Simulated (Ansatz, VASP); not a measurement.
**One calculation of In3Se, two programs**

INCAR

```
SYSTEM = In3Se
  ALGO = Normal
  EDIFF = 1E-6
  ENCUT = 520
  GGA = PE
  ISIF = 2
  ISMEAR = 0
  LASPH = .True.
  LCHARG = .False.
  LREAL = .False.
  LWAVE = .False.
  NBANDS = 30
  NELM = 100
  PREC = Accurate
  SIGMA = 0.1
```

Contents of KPOINTS:

```
k-points
0
Gamma
  6 6 2
  0 0 0
```

The input POSCAR:

```
In3Se
1.0
    4.0159310000      0.0000000000      0.0000000000
   -2.0079655000      3.4778983000      0.0000000000
    0.0000000000      0.0000000000      8.2266370000
In Se
3 1
Direct
    0.0000000000      0.0000000000      0.5000000000
    0.3333333000      0.6666667000      0.2223090000
    0.6666667000      0.3333333000      0.7776910000
    0.0000000000      0.0000000000      0.0000000000
```

Input for Ansatz:

```yaml
crystal:
  lattice:
    - [4.015931, 0.0, 0.0]
    - [-2.0079655, 3.4778983, 0.0]
    - [0.0, 0.0, 8.226637]
  atoms:
    - { symbol: In, position: [0.0, 0.0, 0.5] }
    - { symbol: In, position: [0.3333333, 0.6666667, 0.222309] }
    - { symbol: In, position: [0.6666667, 0.3333333, 0.777691] }
    - { symbol: Se, position: [0.0, 0.0, 0.0] }
basis:
  ecutwfc: 420
kpoints:
  mp_grid: { grid: [6, 6, 2] }
hamiltonian:
  xc: pbe
scf:
  occupations: { method: gaussian, width: 0.1 }
  lower_state_search: "off"
output:
  forces: true
  stress: true
  eigenvalues: true
```

Alike in both runs: task single point; functional PBE; k mesh 6 × 6 × 2; occupations gaussian, width 0.1 eV; no spin polarisation.

|  | VASP | Ansatz |
| --- | --- | --- |
| version | VASP 6.6.1 | Ansatz 0.2.0 |
| potentials or method | VASP PAW PBE potentials, release 64 (In_d, Se), cutoff 520 eV | scalar-relativistic, plane waves, PAW |
| valence electrons in the cell | 45 | 55 |

```tsv
	VASP	Ansatz	Ansatz less VASP
gap on the k mesh at the Fermi level (eV)	none	none	-
pressure (GPa)	0.2	0.2	0.00
traceless stress, the component that is largest in VASP (GPa)	0.40	0.40	-0.004
rms of the force components (eV/Å)	0.032	0.035	+0.0028
```

Atom by atom the forces differ by 0.003 eV/Å (rms over components). A gap of «none» marks a metal or a gap that the smearing closes. VASP's potentials hold 45 valence electrons a cell and Ansatz's 55, so a difference there can come from the potentials and not from the codes.

The k mesh is coarse, so the values compare programs but aren't converged.
